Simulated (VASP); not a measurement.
Set up this calculation in VASP 6.6.1, as the native input.

| Item | Value |
| --- | --- |
| Task | electric field gradients |
| Functional | PBE |
| Potentials or basis | VASP PAW PBE potentials, release 64 (V_sv, Cu, P, O) |
| Cutoff | 520 eV |
| k mesh | 7 × 6 × 4 |
| Occupations | fermi-dirac, width 0.05 eV |
| Spin | no spin polarisation |
| Dipole correction | no |
| Further INCAR settings | LREAL = Auto; ALGO = Normal; EDIFF = 1e-08; NBANDS = 100 |

The structure of VCuP2O8 lies in POSCAR:

```
VCuP2O8
1.0
    4.8526620000      0.0000000000      0.0000000000
    0.0000000000      5.9193040000      0.0000000000
   -0.2746250000      0.0000000000      9.7909170000
V Cu P O
2 2 4 16
Direct
    0.4666410000      0.7500000000      0.2205320000
    0.5333590000      0.2500000000      0.7794680000
    0.9143120000      0.2500000000      0.2835310000
    0.0856880000      0.7500000000      0.7164690000
    0.4301700000      0.2500000000      0.0948330000
    0.9087100000      0.7500000000      0.4013820000
    0.0912900000      0.2500000000      0.5986180000
    0.5698300000      0.7500000000      0.9051670000
    0.6713480000      0.7500000000      0.0567770000
    0.7435550000      0.2500000000      0.1057690000
    0.3047700000      0.0359030000      0.1668370000
    0.3047700000      0.4640970000      0.1668370000
    0.7447700000      0.9450540000      0.3238170000
    0.7447700000      0.5549460000      0.3238170000
    0.2166240000      0.7500000000      0.3703990000
    0.1417880000      0.2500000000      0.4471130000
    0.8582120000      0.7500000000      0.5528870000
    0.7833760000      0.2500000000      0.6296010000
    0.2552300000      0.0549460000      0.6761830000
    0.2552300000      0.4450540000      0.6761830000
    0.6952300000      0.5359030000      0.8331630000
    0.6952300000      0.9640970000      0.8331630000
    0.2564450000      0.7500000000      0.8942310000
    0.3286520000      0.2500000000      0.9432230000
```

These files were run (other wordings do the same):

INCAR

```
PREC = Accurate
ENCUT = 520
EDIFF = 1E-8
ISMEAR = -1
SIGMA = 0.05
LREAL = Auto
LASPH = True
NELM = 100
ALGO = Normal
ISIF = 2
LWAVE = False
LCHARG = False
GGA = PE
LEFG = True
NBANDS = 100
LUSENCCL = False
```

KPOINTS

```
Automatic mesh
0
Gamma
  7 6 4
```

Potentials or basis: VASP PAW PBE potentials, release 64 (V_sv, Cu, P, O).

Launch:

```sh
$ cat potpaw_PBE.64/V_sv/POTCAR potpaw_PBE.64/Cu/POTCAR potpaw_PBE.64/P/POTCAR potpaw_PBE.64/O/POTCAR > POTCAR
$ mpirun -np 1 vasp_std > vasp.out
```

It gave:

The pressure is 0.2 GPa and the largest force is 0.863 eV/Å. The band gap on the k mesh is 0.03 eV (least direct gap 0.07 eV) and the largest electric field gradient by atom is V +48.5; Cu +43.0; P -21.8, -32.9 (each value once); O +85.0, +84.1, +90.1, -78.2, +88.0, +93.4 (each value once) V/Å².

Caveat: semilocal functionals underestimate gaps, and a narrow one can read as zero; without QUAD_EFG the Cq values of the log hold for a quadrupole moment of 1 mb, not for the nuclei.

Wall time 23 min on 1 × NVIDIA H100 80GB with 1 thread of Intel(R) Xeon(R) Platinum 8481C CPU @ 2.70GHz (Sapphire Rapids), on a shared host, peak memory 2 GiB.
